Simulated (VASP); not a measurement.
# Ti3Al (Fm-3m) in VASP: further runs, part 2 of 2

VASP 6.6.1. Earlier steps stand in the parts before.

### Step 3. Single point, PBEsol, collinear spin (18.28 Å³/atom)

INCAR reads:

```
SYSTEM = Ti3Al
ALGO = Normal
EDIFF = 1E-7
ENCUT = 520
GGA = PS
ISIF = 2
ISMEAR = 0
ISPIN = 2
LASPH = .True.
LCHARG = .False.
LMAXMIX = 4
LORBIT = 11
LREAL = .False.
LWAVE = .False.
MAGMOM = 0.5 0.5 0.5 0
NBANDS = 32
NELM = 150
NUPDOWN = 1.5
PREC = Accurate
SIGMA = 0.15
```

KPOINTS reads:

```
k-points
0
Gamma
  12 12 12
  0 0 0
```

POSCAR reads:

```
Ti3Al
1.0
    0.0000000000      3.3188998145      3.3188998145
    3.3188998145      0.0000000000      3.3188998145
    3.3188998145      3.3188998145      0.0000000000
Ti Al
3 1
Direct
    0.7500000000      0.7500000000      0.7500000000
    0.2500000000      0.2500000000      0.2500000000
    0.0000000000      0.0000000000      0.0000000000
    0.5000000000      0.5000000000      0.5000000000
```

Potentials or basis: VASP PAW PBE potentials, release 64 (Ti_sv, Al).

Started as:

```console
> cat potpaw_PBE.64/Ti_sv/POTCAR potpaw_PBE.64/Al/POTCAR > POTCAR
> mpirun -np 1 vasp_std > vasp.out
```

OUTCAR:

```text
SYSTEM = Ti3Al
   EDIFF = 1E-7
   ENCUT = 520
   GGA = PS
   ISIF = 2
   ISMEAR = 0
   ISPIN = 2
   LASPH = .True.
   LORBIT = 11
   LREAL = .False.
   NELM = 150
   NUPDOWN = 1.5
   PREC = Accurate

 ion  position               nearest neighbor table
   1  0.750  0.750  0.750-   4 2.87   4 2.87   4 2.87   3 2.87   4 2.87   3 2.87   3 2.87   3 2.87

   2  0.250  0.250  0.250-   3 2.87   3 2.87   3 2.87   3 2.87   4 2.87   4 2.87   4 2.87   4 2.87

   3  0.000  0.000  0.000-   1 2.87   1 2.87   1 2.87   1 2.87   2 2.87   2 2.87   2 2.87   2 2.87

   4  0.500  0.500  0.500-   2 2.87   2 2.87   2 2.87   1 2.87   2 2.87   1 2.87   1 2.87   1 2.87

  LATTYP: Found a face centered cubic cell.
 ALAT       =     6.6377996290

  Lattice vectors:

 A1 = (   0.0000000000,   3.3188998145,   3.3188998145)
 A2 = (   3.3188998145,   0.0000000000,   3.3188998145)
 A3 = (   3.3188998145,   3.3188998145,   0.0000000000)

Analysis of symmetry for initial positions (statically):
=====================================================================
 Subroutine PRICEL returns:
 Original cell was already a primitive cell.

 Routine SETGRP: Setting up the symmetry group for a
 face centered cubic supercell.

 Subroutine GETGRP returns: Found 48 space group operations
 (whereof 48 operations were pure point group operations)
 out of a pool of 48 trial point group operations.

The static configuration has the point symmetry O_h .

Analysis of symmetry for dynamics (positions and initial velocities):
=====================================================================
 Subroutine PRICEL returns:
 Original cell was already a primitive cell.

 Routine SETGRP: Setting up the symmetry group for a
 face centered cubic supercell.

 Subroutine GETGRP returns: Found 48 space group operations
 (whereof 48 operations were pure point group operations)
 out of a pool of 48 trial point group operations.

The dynamic configuration has the point symmetry O_h .

Analysis of structural, dynamic, and magnetic symmetry:
[... 165 lines left out ...]
 val. band max:        7.2276752701   @ k =   0.5000   0.1667   0.0000
 cond. band min:       7.1511233996   @ k =  -0.3333   0.3333   0.1667
 fundamental gap:     -0.0765518705
 Fermi energy:         7.1465004103

 spin component 1

 k-point     1 :       0.0000    0.0000    0.0000
  band No.  band energies     occupation
      1     -49.4656      1.00000
      2     -49.3898      1.00000
      3     -49.3290      1.00000
      4     -25.8762      1.00000
      5     -25.8762      1.00000
      6     -25.8762      1.00000
[... 805 lines left out ...]
     30      11.0669      0.00000
     31      11.3125      0.00000

 [... further k-points ...]

 spin component 2

 k-point     1 :       0.0000    0.0000    0.0000
  band No.  band energies     occupation
      1     -49.3061      1.00000
      2     -49.2761      1.00000
      3     -48.5969      1.00000
      4     -25.6777      1.00000
      5     -25.6777      1.00000
      6     -25.6777      1.00000
[... 805 lines left out ...]
     30      11.3378      0.00000
     31      11.5304      0.00000

 [... further k-points ...]

 [bands above 31 left out]

------------------------ aborting loop because EDIFF is reached ----------------------------------------

  FORCE on cell =-STRESS in cart. coord.  units (eV):
  Direction    XX          YY          ZZ          XY          YZ          ZX
  --------------------------------------------------------------------------------------
  -------------------------------------------------------------------------------------
  Total       -5.1207377     -5.1207377     -5.1207377     -0.0000000      0.0000000      0.0000000
  in kB     -112.2097753   -112.2097753   -112.2097753     -0.0000000      0.0000000      0.0000000
  external PRESSURE =    -112.2097753 kB  Pullay stress =       0.0000000 kB

 VOLUME and BASIS-vectors are now :
 -----------------------------------------------------------------------------
  energy-cutoff  :      520.00
  volume of cell :       73.12
      direct lattice vectors                 reciprocal lattice vectors
     0.000000000  3.318899814  3.318899814    -0.150652333  0.150652333  0.150652333
     3.318899814  0.000000000  3.318899814     0.150652333 -0.150652333  0.150652333
     3.318899814  3.318899814  0.000000000     0.150652333  0.150652333 -0.150652333

 POSITION                                       TOTAL-FORCE (eV/Angst)
 -----------------------------------------------------------------------------------
      4.97835      4.97835      4.97835         0.000000      0.000000     -0.000000
      1.65945      1.65945      1.65945        -0.000000     -0.000000      0.000000
      0.00000      0.00000      0.00000         0.000000      0.000000     -0.000000
      3.31890      3.31890      3.31890         0.000000      0.000000     -0.000000
 -----------------------------------------------------------------------------------
    total drift:                                0.000000      0.000000      0.000000

  FREE ENERGIE OF THE ION-ELECTRON SYSTEM (eV)
  ---------------------------------------------------
  free  energy   TOTEN  =       -29.4479478556 eV

  energy  without entropy=      -29.3799053002  energy(sigma->0) =      -29.41392658

 total charge

# of ion       s       p       d       tot
------------------------------------------
    1        2.200   6.107   1.857  10.164
    2        2.200   6.107   1.857  10.164
    3        2.236   6.080   1.920  10.235
    4        0.398   0.384   0.000   0.782
--------------------------------------------------
tot          7.035  18.677   5.634  31.345

 magnetization (x)

# of ion       s       p       d       tot
------------------------------------------
    1        0.001   0.021   0.114   0.136
    2        0.001   0.021   0.114   0.136
    3        0.012   0.019   0.838   0.869
    4       -0.005  -0.011   0.000  -0.017
--------------------------------------------------
tot          0.009   0.051   1.065   1.124
```

OSZICAR:

```text
N       E                     dE             d eps       ncg     rms          rms(c)
DAV:   1     0.466399076802E+03    0.46640E+03   -0.18605E+04  9216   0.138E+03
DAV:   2     0.162837912423E+02   -0.45012E+03   -0.43787E+03  9320   0.444E+02
DAV:   3    -0.291129013995E+02   -0.45397E+02   -0.44194E+02 15656   0.125E+02
DAV:   4    -0.336631785813E+02   -0.45503E+01   -0.45103E+01 13296   0.333E+01
DAV:   5    -0.338653340714E+02   -0.20216E+00   -0.20212E+00 13112   0.615E+00    0.150E+01
DAV:   6    -0.293994588411E+02    0.44659E+01   -0.21659E+01 12784   0.325E+01    0.387E+00
DAV:   7    -0.294802277352E+02   -0.80769E-01   -0.11894E+00 12008   0.777E+00    0.295E+00
DAV:   8    -0.294683690007E+02    0.11859E-01   -0.29520E-01 12608   0.551E+00    0.251E+00
DAV:   9    -0.294429245586E+02    0.25444E-01   -0.20264E-01 11784   0.412E+00    0.940E-01
DAV:  10    -0.294477922338E+02   -0.48677E-02   -0.26619E-02 11552   0.138E+00    0.286E-01
DAV:  11    -0.294475792078E+02    0.21303E-03   -0.34838E-03 12272   0.333E-01    0.182E-01
DAV:  12    -0.294479269387E+02   -0.34773E-03   -0.87278E-04 11496   0.200E-01    0.482E-02
DAV:  13    -0.294479471312E+02   -0.20193E-04   -0.87375E-05 14208   0.532E-02    0.294E-02
DAV:  14    -0.294479489075E+02   -0.17762E-05   -0.12181E-05 10632   0.225E-02    0.110E-02
DAV:  15    -0.294479475765E+02    0.13310E-05   -0.29557E-06 11672   0.118E-02    0.342E-03
DAV:  16    -0.294479476991E+02   -0.12260E-06   -0.26393E-07  9160   0.369E-03    0.115E-03
DAV:  17    -0.294479478062E+02   -0.10712E-06   -0.36169E-08  4896   0.149E-03    0.506E-04
DAV:  18    -0.294479478556E+02   -0.49356E-07   -0.13902E-08  4808   0.775E-04
   1 F= -.29447948E+02 E0= -.29413927E+02  d E =-.680426E-01  mag=     1.5000
```

It took 5 min on 1 thread of Intel Xeon Platinum 8488C (Sapphire Rapids), shared host; peak memory 0.4 GiB.

Results:

```
Free energy                                           : -29.4479 eV
Pressure                                              : -11.2 GPa
Net moment                                            : 1.50 μB per cell
Site moments                                          : Ti +0.14, +0.87 (each value once); Al -0.02 μB
Valence electrons inside the program's atomic spheres : Ti 10.16, 10.23 (each value once); Al 0.78
```

Caveat: the cell stands under tension; the PAW data sets were made with another functional, which shifts forces and pressure a little; the total moment is fixed, so each spin has its own Fermi level and the state may be an excited one.

### Step 4. Single point, PBEsol, collinear spin (18.28 Å³/atom)

INCAR reads:

```
SYSTEM = Ti3Al
  PREC = Accurate
  ENCUT = 520
  EDIFF = 1E-6
  ISMEAR = 0
  SIGMA = 0.15
  LREAL = .False.
  LASPH = .True.
  NELM = 150
  ALGO = Normal
  ISIF = 2
  LWAVE = .False.
  LCHARG = .False.
  ISPIN = 2
  MAGMOM = 0.9 0.9 0.9 0
  LORBIT = 11
  NUPDOWN = 2.7
  LMAXMIX = 4
  GGA = PS
  NBANDS = 32
```

KPOINTS reads:

```
regular mesh
0
Gamma
  12 12 12
  0 0 0
```

POSCAR is that of step 3.

Started as:

```console
> cat potpaw_PBE.64/Ti_sv/POTCAR potpaw_PBE.64/Al/POTCAR > POTCAR
> mpirun -np 1 vasp_std > vasp.out
```

Run time: 4.1 min. Hardware: 1 thread of Intel Xeon Platinum 8488C (Sapphire Rapids), shared host; peak memory 0.4 GiB.

It converged, with:

```yaml
Free_energy: -29.4510 eV
Pressure: -10.5 GPa
Net_moment: 2.70 μB per cell
Site_moments: Ti +0.44, +1.10 (each value once); Al -0.03 μB
Valence_electrons_inside_the_program's_atomic_spheres: Ti 10.16, 10.23 (each value once); Al 0.78
```

Caveat: the cell stands under tension; the PAW data sets were made with another functional, which shifts forces and pressure a little; the total moment is fixed, so each spin has its own Fermi level and the state may be an excited one.

### Step 5. Single point, PBEsol, collinear spin (16.25 Å³/atom)

This run uses another cell than the first one, of 16.25 Å³/atom.

INCAR reads:

```
PREC = Accurate
ENCUT = 520
EDIFF = 1E-6
ISMEAR = 0
SIGMA = 0.15
LREAL = F
LASPH = T
NELM = 150
ALGO = Normal
ISIF = 2
LWAVE = F
LCHARG = F
ISPIN = 2
MAGMOM = 0.8 0.8 0.8 0
LORBIT = 11
NUPDOWN = 2.4
LMAXMIX = 4
GGA = PS
NBANDS = 32
```

KPOINTS reads:

```
Automatic mesh
0
Gamma
  12 12 12
```

POSCAR reads:

```
Ti3Al
1.0
    0.0000000000      3.1911121595      3.1911121595
    3.1911121595      0.0000000000      3.1911121595
    3.1911121595      3.1911121595      0.0000000000
Ti Al
3 1
Direct
    0.7500000000      0.7500000000      0.7500000000
    0.2500000000      0.2500000000      0.2500000000
    0.0000000000      0.0000000000      0.0000000000
    0.5000000000      0.5000000000      0.5000000000
```

Potentials or basis: VASP PAW PBE potentials, release 64 (Ti_sv, Al).

Started as:

```console
> cat potpaw_PBE.64/Ti_sv/POTCAR potpaw_PBE.64/Al/POTCAR > POTCAR
> mpirun -np 1 vasp_std > vasp.out
```

OUTCAR:

```text
PREC = Accurate
   ENCUT = 520
   EDIFF = 1E-6
   ISMEAR = 0
   LREAL = F
   LASPH = T
   NELM = 150
   ISIF = 2
   ISPIN = 2
   LORBIT = 11
   NUPDOWN = 2.4
   GGA = PS

 ion  position               nearest neighbor table
   1  0.750  0.750  0.750-   4 2.76   4 2.76   4 2.76   3 2.76   4 2.76   3 2.76   3 2.76   3 2.76

   2  0.250  0.250  0.250-   3 2.76   3 2.76   3 2.76   3 2.76   4 2.76   4 2.76   4 2.76   4 2.76

   3  0.000  0.000  0.000-   1 2.76   1 2.76   1 2.76   1 2.76   2 2.76   2 2.76   2 2.76   2 2.76

   4  0.500  0.500  0.500-   2 2.76   2 2.76   2 2.76   1 2.76   2 2.76   1 2.76   1 2.76   1 2.76

  LATTYP: Found a face centered cubic cell.
 ALAT       =     6.3822243190

  Lattice vectors:

 A1 = (   0.0000000000,   3.1911121595,   3.1911121595)
 A2 = (   3.1911121595,   0.0000000000,   3.1911121595)
 A3 = (   3.1911121595,   3.1911121595,   0.0000000000)

Analysis of symmetry for initial positions (statically):
=====================================================================
 Subroutine PRICEL returns:
 Original cell was already a primitive cell.

 Routine SETGRP: Setting up the symmetry group for a
 face centered cubic supercell.

 Subroutine GETGRP returns: Found 48 space group operations
 (whereof 48 operations were pure point group operations)
 out of a pool of 48 trial point group operations.

The static configuration has the point symmetry O_h .

Analysis of symmetry for dynamics (positions and initial velocities):
=====================================================================
 Subroutine PRICEL returns:
 Original cell was already a primitive cell.

 Routine SETGRP: Setting up the symmetry group for a
 face centered cubic supercell.

 Subroutine GETGRP returns: Found 48 space group operations
[... 166 lines left out ...]
  free energy    TOTEN  =       -29.74192333 eV

  energy without entropy =      -29.68418721  energy(sigma->0) =      -29.71305527

 E-fermi :   8.3444     XC(G=0): -11.5339

 val. band max:        8.4464008653   @ k =   0.5000   0.3333   0.1667
 cond. band min:       8.3449254494   @ k =  -0.4167   0.1667   0.0833
 fundamental gap:     -0.1014754159
 Fermi energy:         8.4684135371

 spin component 1

 k-point     1 :       0.0000    0.0000    0.0000
  band No.  band energies     occupation
      1     -48.1436      1.00000
      2     -48.0342      1.00000
      3     -47.9114      1.00000
      4     -24.5810      1.00000
      5     -24.5810      1.00000
      6     -24.5810      1.00000
[... 805 lines left out ...]
     30      12.7977      0.00000
     31      13.0440      0.00000

 [... further k-points ...]

 spin component 2

 k-point     1 :       0.0000    0.0000    0.0000
  band No.  band energies     occupation
      1     -47.7687      1.00000
      2     -47.7119      1.00000
      3     -47.0645      1.00000
      4     -24.1706      1.00000
      5     -24.1706      1.00000
      6     -24.1706      1.00000
[... 805 lines left out ...]
     30      13.2387      0.00000
     31      13.4351      0.00000

 [... further k-points ...]

 [bands above 31 left out]

------------------------ aborting loop because EDIFF is reached ----------------------------------------

  FORCE on cell =-STRESS in cart. coord.  units (eV):
  Direction    XX          YY          ZZ          XY          YZ          ZX
  --------------------------------------------------------------------------------------
  -------------------------------------------------------------------------------------
  Total        0.2691505      0.2691505      0.2691505      0.0000000     -0.0000000      0.0000000
  in kB        6.6351332      6.6351332      6.6351332      0.0000000     -0.0000000      0.0000000
  external PRESSURE =       6.6351332 kB  Pullay stress =       0.0000000 kB

 VOLUME and BASIS-vectors are now :
 -----------------------------------------------------------------------------
  energy-cutoff  :      520.00
  volume of cell :       64.99
      direct lattice vectors                 reciprocal lattice vectors
     0.000000000  3.191112159  3.191112159    -0.156685185  0.156685185  0.156685185
     3.191112159  0.000000000  3.191112159     0.156685185 -0.156685185  0.156685185
     3.191112159  3.191112159  0.000000000     0.156685185  0.156685185 -0.156685185

 POSITION                                       TOTAL-FORCE (eV/Angst)
 -----------------------------------------------------------------------------------
      4.78667      4.78667      4.78667         0.000000      0.000000      0.000000
      1.59556      1.59556      1.59556        -0.000000     -0.000000     -0.000000
      0.00000      0.00000      0.00000         0.000000      0.000000      0.000000
      3.19111      3.19111      3.19111         0.000000      0.000000      0.000000
 -----------------------------------------------------------------------------------
    total drift:                                0.000000      0.000000      0.000000

  FREE ENERGIE OF THE ION-ELECTRON SYSTEM (eV)
  ---------------------------------------------------
  free  energy   TOTEN  =       -29.7419233255 eV

  energy  without entropy=      -29.6841872139  energy(sigma->0) =      -29.71305527

 total charge

# of ion       s       p       d       tot
------------------------------------------
    1        2.219   6.138   1.931  10.288
    2        2.219   6.138   1.931  10.288
    3        2.258   6.108   1.997  10.363
    4        0.410   0.428   0.000   0.838
--------------------------------------------------
tot          7.107  18.811   5.860  31.777

 magnetization (x)

# of ion       s       p       d       tot
------------------------------------------
    1        0.004   0.042   0.332   0.378
    2        0.004   0.042   0.332   0.378
    3        0.012   0.040   0.981   1.034
    4       -0.008  -0.011   0.000  -0.018
--------------------------------------------------
tot          0.013   0.113   1.645   1.771
```

stdout:

```text
POSCAR found type information on POSCAR TiAl
 POSCAR found :  2 types and       4 ions
 scaLAPACK will be used
 -----------------------------------------------------------------------------
|                                                                             |
|                                                                             |
|     You enforced a specific xc type in the INCAR file but a different       |
|     I HOPE YOU KNOW WHAT YOU ARE DOING!                                     |
|                                                                             |
 -----------------------------------------------------------------------------

 LDA part: xc-table for (Slater+PW92), standard interpolation
 POSCAR, INCAR and KPOINTS ok, starting setup
 FFT: planning ... GRIDC
 FFT: planning ... GRID_SOFT
 FFT: planning ... GRID
 WAVECAR not read
 entering main loop
```

Run time: 4.7 min. Hardware: 1 thread of Intel Xeon Platinum 8488C (Sapphire Rapids), shared host; peak memory 0.37 GiB.

Results:

* Free energy: -29.7419 eV
* Pressure: 0.7 GPa
* Net moment: 2.40 μB per cell
* Site moments: Ti +0.38, +1.03 (each value once); Al -0.02 μB
* Valence electrons inside the program's atomic spheres: Ti 10.29, 10.36 (each value once); Al 0.84

Caveat: the PAW data sets were made with another functional, which shifts forces and pressure a little; the total moment is fixed, so each spin has its own Fermi level and the state may be an excited one.

### Step 6. Single point, PBEsol, collinear spin (16.25 Å³/atom)

This run uses another cell than the first one, of 16.25 Å³/atom.

INCAR reads:

```
  PREC = Accurate
  ENCUT = 520
  EDIFF = 1E-6
  ISMEAR = 0
  SIGMA = 0.15
  LREAL = F
  LASPH = T
  NELM = 150
  ALGO = Normal
  ISIF = 2
  LWAVE = F
  LCHARG = F
  ISPIN = 2
  MAGMOM = 1 1 1 0
  LORBIT = 11
  NUPDOWN = 3.0
  LMAXMIX = 4
  GGA = PS
  NBANDS = 32
```

KPOINTS is that of step 5.

POSCAR is that of step 5.

Potentials or basis: VASP PAW PBE potentials, release 64 (Ti_sv, Al).

Started as:

```console
> cat potpaw_PBE.64/Ti_sv/POTCAR potpaw_PBE.64/Al/POTCAR > POTCAR
> mpirun -np 1 vasp_std > vasp.out
```

Run time: 4.8 min. Hardware: 1 thread of Intel Xeon Platinum 8488C (Sapphire Rapids), shared host; peak memory 0.37 GiB.

Results (log left out):

| Item | Value |
| --- | --- |
| Free energy | -29.6741 eV |
| Pressure | 1.4 GPa |
| Net moment | 3.00 μB per cell |
| Site moments | Ti +0.55, +1.12 (each value once); Al -0.02 μB |
| Valence electrons inside the program's atomic spheres | Ti 10.29, 10.36 (each value once); Al 0.84 |

Caveat: the PAW data sets were made with another functional, which shifts forces and pressure a little; the total moment is fixed, so each spin has its own Fermi level and the state may be an excited one.

### Step 7. Summary

| fixed moment (μB) | cell | pressure (GPa) | moment (μB) |
| --- | --- | --- | --- |
| 0.3 | a = 4.694 Å, angles 60.0°, 4 atoms | -11.7 | 0.30 |
| 1.5 | a = 4.694 Å, angles 60.0°, 4 atoms | -11.2 | 1.50 |
| 2.7 | a = 4.694 Å, angles 60.0°, 4 atoms | -10.5 | 2.70 |
| 2.4 | a = 4.513 Å, angles 60.0°, 4 atoms | 0.7 | 2.40 |
| 3.0 | a = 4.513 Å, angles 60.0°, 4 atoms | 1.4 | 3.00 |

Alike in all rows: task single point; level PBEsol; potentials or basis VASP PAW PBE potentials, release 64 (Ti_sv, Al); spin collinear; k mesh 12 × 12 × 12; cutoff (eV) 520; smearing gaussian 0.15 eV.

Caveats: the PAW data sets were made with another functional, which shifts forces and pressure a little; the total moment is fixed, so each spin has its own Fermi level and the state may be an excited one; the cell stands under tension (at least some runs).

Absolute energies hang on the potentials; compare differences alone.
